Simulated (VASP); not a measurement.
Write the native input for VASP 6.6.1 that does the following.

- Task: single point
- Functional: PBE
- Potentials or basis: VASP PAW PBE potentials, release 64 (Zn)
- Cutoff: 520 eV
- k mesh: 14 × 14 × 7
- Occupations: methfessel-paxton, width 0.05 eV
- Spin: no spin polarisation
- Dipole correction: no
- Further INCAR settings: ALGO = Normal; EDIFF = 1e-06; NBANDS = 19

The structure of Zn lies in POSCAR:

```
Zn
1.0
    2.6154949103      0.0000000000      0.0000000000
   -1.3077474551      2.2650850376      0.0000000000
    0.0000000000      0.0000000000      4.8646246159
Zn
2
Direct
    0.3333333333      0.6666666667      0.2500000000
    0.6666666667      0.3333333333      0.7500000000
```

One way to write it, as run:

INCAR

```
SYSTEM = Zn
PREC     = Accurate       ! precision mode
ENCUT    = 520            ! plane-wave cutoff, eV
EDIFF    = 1E-6           ! SCF threshold, eV
ISMEAR   = 1              ! smearing method
SIGMA    = 0.05           ! smearing width, eV
LREAL    = .FALSE.        ! projectors in reciprocal space
LASPH    = .TRUE.         ! aspherical terms in the spheres
NELM     = 60             ! most SCF steps
ALGO     = Normal         ! electronic algorithm
ISIF     = 2              ! what is computed and relaxed
LWAVE    = .FALSE.        ! write WAVECAR
LCHARG   = .FALSE.        ! write CHGCAR
GGA      = PE             ! functional
NBANDS   = 19             ! bands
```

KPOINTS

```
Automatic mesh
0
G
  14 14 7
  0 0 0
```

Potentials or basis: VASP PAW PBE potentials, release 64 (Zn).

Run with:

```console
$ cat potpaw_PBE.64/Zn/POTCAR > POTCAR
$ mpirun -np 1 vasp_std > vasp.out
```

Results of the run:

- Pressure: 4.6 GPa
- Band gap on the k mesh: zero (band 12 reaches 4.98 eV, above the bottom of band 13 at 0.49 eV)

Wall time 15 s on 1 thread of Intel(R) Xeon(R) 6975P-C (Granite Rapids) (shared host), peak memory 0.16 GiB.
